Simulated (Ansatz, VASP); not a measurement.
InAs: VASP beside Ansatz

File INCAR:

```
PREC     = Accurate       # precision mode
ENCUT    = 520            # plane-wave cutoff, eV
EDIFF    = 1E-7           # SCF threshold, eV
ISMEAR   = 0              # smearing method
SIGMA    = 0.15           # smearing width, eV
LREAL    = False          # projectors in reciprocal space
LASPH    = True           # aspherical terms in the spheres
NELM     = 80             # most SCF steps
ALGO     = Normal         # electronic algorithm
ISIF     = 2              # what is computed and relaxed
LWAVE    = False          # write WAVECAR
LCHARG   = False          # write CHGCAR
GGA      = PE             # functional
NBANDS   = 16             # bands
```

The input KPOINTS:

```
Automatic mesh
0
Gamma
  16 16 16
```

File POSCAR:

```
InAs
1.0
    0.0000000000      3.1397803528      3.0005782682
    3.1397803528      0.0000000000      3.0005782682
    3.1397803528      3.1397803528      0.0000000000
In As
1 1
Direct
    0.0000000000      0.0000000000      0.0000000000
    0.7500000000      0.7500000000      0.7500000000
```

Input for Ansatz:

```yaml
crystal:
  lattice:
    - [0.0, 3.1397803528, 3.0005782682]
    - [3.1397803528, 0.0, 3.0005782682]
    - [3.1397803528, 3.1397803528, 0.0]
  atoms:
    - { symbol: In, position: [0.0, 0.0, 0.0] }
    - { symbol: As, position: [0.75, 0.75, 0.75] }
basis:
  ecutwfc: 420
kpoints:
  mp_grid: { grid: [16, 16, 16] }
hamiltonian:
  xc: pbe
scf:
  occupations: { method: gaussian, width: 0.15 }
output:
  forces: true
  stress: true
  eigenvalues: true
```

Change from the starting cell: strain +0.015 along x and y, -0.030 along z, atoms carried along.

Alike in both runs: task single point; functional PBE; k mesh 16 × 16 × 16; occupations gaussian, width 0.15 eV; no spin polarisation.

```csv
,VASP,Ansatz
version,VASP 6.6.1,Ansatz 0.2.0
potentials or method,"VASP PAW PBE potentials, release 64 (In_d, As), cutoff 520 eV","scalar-relativistic, plane waves, PAW"
valence electrons in the cell,18,28
```

|  | VASP | Ansatz | Ansatz less VASP |
| --- | --- | --- | --- |
| pressure (GPa) | 0.0 | 0.0 | -0.04 |
| traceless stress, the component that is largest in VASP (GPa) | 0.92 | 0.92 | +0.003 |

With one functional, cell and mesh, what is left measures potentials, basis and numerics. VASP's potentials hold 18 valence electrons a cell and Ansatz's 28, so a difference there can come from the potentials and not from the codes.
